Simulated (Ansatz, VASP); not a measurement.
## One calculation of Bi2Se3, two programs

File INCAR:

```
ALGO = Normal
DIPOL = 0.5 0.5 0.500
EDIFF = 1E-7
ENCUT = 520
GGA = PE
IDIPOL = 3
ISIF = 2
ISMEAR = 0
IVDW = 12
LASPH = T
LCHARG = F
LDIPOL = T
LREAL = F
LWAVE = F
NBANDS = 32
NELM = 60
PREC = Accurate
SIGMA = 0.05
```

Contents of KPOINTS:

```
k-points
0
Gamma
  21 21 1
```

File POSCAR:

```
Bi2Se3
1.0
    4.1272981822      0.0000000029      0.0000000000
   -2.0636490936      3.5743450734      0.0000000000
    0.0000000000      0.0000000000     27.0329666233
Se Bi
3 2
Direct
    0.0000000000      0.0000000000      0.3699187048
    0.6666666667      0.3333333333      0.5000000673
    0.3333333333      0.6666666667      0.6300812952
    0.3333333333      0.6666666667      0.4283356990
    0.0000000000      0.0000000000      0.5716641952
```

Input for Ansatz:

```yaml
crystal:
  lattice:
    - [4.1272981822, 2.9e-09, 0.0]
    - [-2.0636490936, 3.5743450734, 0.0]
    - [0.0, 0.0, 27.0329666233]
  atoms:
    - { symbol: Se, position: [0.0, 0.0, 0.3699187048] }
    - { symbol: Bi, position: [0.3333333333, 0.6666666667, 0.428335699] }
    - { symbol: Se, position: [0.6666666667, 0.3333333333, 0.5000000673] }
    - { symbol: Bi, position: [0.0, 0.0, 0.5716641952] }
    - { symbol: Se, position: [0.3333333333, 0.6666666667, 0.6300812952] }
basis:
  ecutwfc: 420.0
  fft_grid_basis: typed
kpoints:
  mp_grid: { grid: [21, 21, 1] }
hamiltonian:
  xc: pbe
  dispersion: d3bj
scf:
  occupations: { method: gaussian, width: 0.05 }
output:
  forces: true
  eigenvalues: true
  band_densities:
    - { e_range: [-2.45, -1.65] }
    - { e_range: [-1.65, -1.05] }
    - { e_range: [-1.05, -0.7] }
    - { e_range: [-0.7, 0.0] }
    - { e_range: [0.0, 0.7] }
    - { e_range: [0.7, 1.05] }
    - { e_range: [1.05, 1.65] }
    - { e_range: [1.65, 2.25] }
  band_residual_tolerance: 1.0e-05
  write_potential: true
  elf: true
  write_density: true
  volumetric_format: npy
efield:
  axis: 3
  dipole_correction: true
  ramp_width: 0.04
checkpoint:
  read: start.run
  write: ck
  compress: false
  write_wavefunctions: false
  write_every: 100000
```

Alike in both runs: task single point; functional PBE; dispersion D3(BJ); k mesh 21 × 21 × 1; occupations gaussian, width 0.05 eV; no spin polarisation.

|  | VASP | Ansatz |
| --- | --- | --- |
| version | VASP 6.6.1 | Ansatz 0.2.0 |
| potentials or method | VASP PAW PBE potentials, release 64 (Se, Bi_d), cutoff 520 eV | scalar-relativistic, plane waves, PAW |
| valence electrons in the cell | 48 | 78 |

VASP gave:

* gap on the k mesh at the Fermi level (eV): 0.93

Task: Which values does Ansatz return?

Result: gap on the k mesh at the Fermi level (eV): 0.94.

VASP's potentials hold 48 valence electrons a cell and Ansatz's 78, so a difference there can come from the potentials and not from the codes. Ansatz's warnings: xc potential rough in thin density.

Spin-orbit coupling is off throughout.
